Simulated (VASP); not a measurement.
A run of VASP 6.6.1:

File INCAR:

```
ALGO     = Fast           # electronic algorithm
EDIFF    = 1E-7           # SCF threshold, eV
ENCUT    = 520            # plane-wave cutoff, eV
GGA      = PS             # functional
ISIF     = 2              # what is computed and relaxed
ISMEAR   = 0              # smearing method
LASPH    = T              # aspherical terms in the spheres
LCHARG   = T              # write CHGCAR
LELF     = T              # ELF
LREAL    = F              # projectors in reciprocal space
LVHAR    = T            
LWAVE    = F              # write WAVECAR
NBANDS   = 10             # bands
NELM     = 60             # most SCF steps
PREC     = Accurate       # precision mode
SIGMA    = 0.15           # smearing width, eV
```

File KPOINTS:

```
k-points
0
Gamma
  12 12 12
```

The input POSCAR:

```
Rb
1.0
   -2.8060000000      2.8060000000      2.7639100000
    2.8060000000     -2.8060000000      2.7639100000
    2.8060000000      2.8060000000     -2.7639100000
Rb
1
Direct
    0.0000000000      0.0000000000      0.0000000000
```

Potentials or basis: VASP PAW PBE potentials, release 64 (Rb_sv).

Command:

```bash
$ cat potpaw_PBE.64/Rb_sv/POTCAR > POTCAR
$ mpirun -np 1 vasp_std > vasp.out
```

Hardware: 1 thread of AMD EPYC 7R13, with other jobs on the host.

Problem. How long does it take, and how much memory?

Solution. It took 5.1 min on 1 thread of AMD EPYC 7R13 (shared host), peak memory 0.26 GiB. Counts: scf iterations 13, k points 163.
